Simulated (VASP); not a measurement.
Here is a VASP 6.6.1 calculation.

The input INCAR:

```
SYSTEM = NaCl
PREC = Accurate
ENCUT = 520
EDIFF = 1E-6
ISMEAR = 0
SIGMA = 0.01
LREAL = .FALSE.
LASPH = .TRUE.
NELM = 100
ALGO = Normal
ISIF = 2
LWAVE = .FALSE.
LCHARG = .FALSE.
GGA = PE
NBANDS = 22
```

Contents of KPOINTS:

```
regular mesh
0
G
  6 6 4
  0 0 0
```

The input POSCAR:

```
NaCl
1.0
    3.8922715004      0.0000000000      0.0000000000
   -1.9461357502      3.3708059977      0.0000000000
    0.0000000000      0.0000000000      6.7368164122
Na Cl
2 2
Direct
    0.0000000000      0.0000000000      0.0000000000
    0.0000000000      0.0000000000      0.5000000000
    0.3333333333      0.6666666667      0.2500000000
    0.6666666667      0.3333333333      0.7500000000
```

Potentials or basis: VASP PAW PBE potentials, release 64 (Na_pv, Cl).

Run with:

```console
$ cat potpaw_PBE.64/Na_pv/POTCAR potpaw_PBE.64/Cl/POTCAR > POTCAR
$ mpirun -np 1 vasp_std > vasp.out
```

Q: Predict the band gap on the k mesh.

A: 5.07 eV, direct.

Q: What does it give for the pressure?

A: 1.2 GPa.

A k mesh can miss the band edges. As with any semilocal functional, this PBE gap is likely too small.
